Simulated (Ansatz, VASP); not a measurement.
**One calculation of In, two programs**

The input POSCAR:

```
In
1.0
    0.0000000000      2.3867849214      2.3867849214
    2.3867849214      0.0000000000      2.3867849214
    2.3867849214      2.3867849214      0.0000000000
In
1
Direct
    0.0000000000      0.0000000000      0.0000000000
```

INCAR.step1

```
PREC     = Accurate       # precision mode
ENCUT    = 550            # plane-wave cutoff, eV
ISMEAR   = 0              # smearing method
SIGMA    = 0.05           # smearing width, eV
LREAL    = F              # projectors in reciprocal space
LASPH    = T              # aspherical terms in the spheres
NELM     = 120            # most SCF steps
NBANDS   = 12             # bands
GGA      = PE             # functional
ALGO     = Normal         # electronic algorithm
EDIFF    = 1E-5           # SCF threshold, eV
LWAVE    = T              # write WAVECAR
LCHARG   = F              # write CHGCAR
GGA_COMPAT= F
```

INCAR.step2

```
PREC     = Accurate       # precision mode
ENCUT    = 550            # plane-wave cutoff, eV
EDIFF    = 1E-6           # SCF threshold, eV
ISMEAR   = 0              # smearing method
SIGMA    = 0.05           # smearing width, eV
LREAL    = F              # projectors in reciprocal space
LASPH    = T              # aspherical terms in the spheres
NELM     = 120            # most SCF steps
ALGO     = Normal         # electronic algorithm
ISIF     = 2              # what is computed and relaxed
LWAVE    = F              # write WAVECAR
LCHARG   = F              # write CHGCAR
METAGGA  = R2SCAN         # meta-GGA
LMIXTAU  = T            
NBANDS   = 12             # bands
ISTART   = 1            
GGA_COMPAT= F
```

File KPOINTS:

```
Automatic mesh
0
Gamma
  16 16 16
```

Input for Ansatz:

```yaml
crystal:
  lattice:
    - [0.0, 2.3867849214, 2.3867849214]
    - [2.3867849214, 0.0, 2.3867849214]
    - [2.3867849214, 2.3867849214, 0.0]
  atoms:
    - { symbol: In, position: [0.0, 0.0, 0.0] }
basis:
  ecutwfc: 600
  ecutrho_ratio: 5
kpoints:
  mp_grid: { grid: [16, 16, 16] }
hamiltonian:
  xc: r2scan
scf:
  occupations: { method: gaussian, width: 0.05 }
output:
  forces: true
  stress: true
  eigenvalues: true
```

Alike in both runs: task single point; functional r2SCAN; k mesh 16 × 16 × 16; occupations gaussian, width 0.05 eV; no spin polarisation.

```csv
,VASP,Ansatz
version,VASP 6.6.1,Ansatz 0.2.0
potentials or method,"VASP PAW PBE potentials, release 64 (In_d), cutoff 550 eV","scalar-relativistic, plane waves, PAW"
valence electrons in the cell,13,13
```

```csv
,VASP,Ansatz,Ansatz less VASP
gap on the k mesh at the Fermi level (eV),none,none,-
pressure (GPa),-1.2,-1.2,-0.02
```

VASP's potentials were made for PBE, not for r2SCAN. A gap of «none» marks a metal or a gap that the smearing closes. With one functional, cell and mesh, what is left measures potentials, basis and numerics.
